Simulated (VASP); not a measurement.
**Sc8H: single point with PBE**

Sc8H, a slab with vacuum:

```
Sc H
1.0
     6.63895    0.00000    0.00000
     0.00000    5.16262    0.00000
     0.00000    0.00000   19.11329
Sc H
8 1
Direct
  0.00000 0.75000 0.20928
  0.50000 0.75000 0.20928
  0.25000 0.25000 0.25941
  0.75000 0.25000 0.25941
  0.25000 0.75000 0.34529
  0.75000 0.75000 0.34529
  0.00000 0.25000 0.39832
  0.50000 0.25000 0.39832
  0.00000 0.37500 0.49134
```

* Program: VASP 6.6.1
* Task: single point
* Functional: PBE
* Potentials or basis: VASP PAW PBE potentials, release 64 (Sc_sv, H)
* Cutoff: 520 eV
* k mesh: 4 × 5 × 1
* Occupations: gaussian, width 0.1 eV
* Spin: no spin polarisation
* Dipole correction: yes
* Further INCAR settings: ALGO = Normal; EDIFF = 1e-07; NBANDS = 54

The largest force is 0.266 eV/Å. The band gap on the k mesh is zero (an odd number of electrons rules out a gap without spin polarisation).

Forces on the atoms (eV/Å):
```
Sc   0.000 -0.012 -0.041
Sc   0.000 -0.006 -0.191
Sc   0.068  0.005  0.203
Sc  -0.068  0.005  0.203
Sc   0.201 -0.092 -0.147
Sc  -0.201 -0.092 -0.147
Sc   0.000  0.019 -0.018
Sc   0.000  0.005  0.124
H    0.000  0.168  0.013
```

Levels at points of the mesh, in eV from the Fermi level:
| k point | band 41 | band 42 | band 43 | band 44 | band 45 | band 46 | band 47 | band 48 | band 49 | band 50 |
| --- | --- | --- | --- | --- | --- | --- | --- | --- | --- | --- |
| (0.00, 0.00, 0.00) | -0.54 | -0.51 | -0.35 | -0.28 | -0.16 | 0.00 | 0.19 | 0.50 | 0.59 | 0.74 |
| (0.50, 0.00, 0.00) | -0.55 | -0.45 | -0.43 | -0.18 | -0.04 | 0.29 | 0.33 | 0.42 | 0.43 | 0.64 |

Run time: 9.6 min on 1 thread of Intel(R) Xeon(R) 6975P-C (Granite Rapids) (shared host), peak memory 0.69 GiB.
